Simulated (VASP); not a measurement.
Input of a VASP 6.6.1 run:

The input INCAR:

```
PREC = Accurate ; ENCUT = 500
EDIFF = 1E-6 ; ISMEAR = 0
SIGMA = 0.01 ; LREAL = False
LASPH = True ; NELM = 120
ALGO = Normal ; ISIF = 2
LWAVE = False ; LCHARG = False
GGA = PE ; IVDW = 12
NBANDS = 17 ; GGA_COMPAT = False
```

KPOINTS

```
regular mesh
0
Gamma
  3 3 3
```

The input POSCAR:

```
TlBr
1.0
    3.9800000000      0.0000000000      0.0000000000
    0.0000000000      3.9800000000      0.0000000000
    0.0000000000      0.0000000000      3.9800000000
Tl Br
1 1
Direct
    0.0000000000      0.0000000000     -0.0000176211
    0.5000000000      0.5000000000      0.5000000000
```

Potentials or basis: VASP PAW PBE potentials, release 64 (Tl_d, Br).

The run is started by

```console
$ cat potpaw_PBE.64/Tl_d/POTCAR potpaw_PBE.64/Br/POTCAR > POTCAR
$ mpirun -np 1 vasp_std > vasp.out
```

(1) Estimate the band gap on the k mesh.

(2) What does it give for the pressure?

Answers

(1) 3.64 eV, direct.

(2) -0.2 GPa.

Caveat: the k points lie up to 0.53 Å⁻¹ apart; spin-orbit coupling is left out, which moves the levels of the heavy elements.
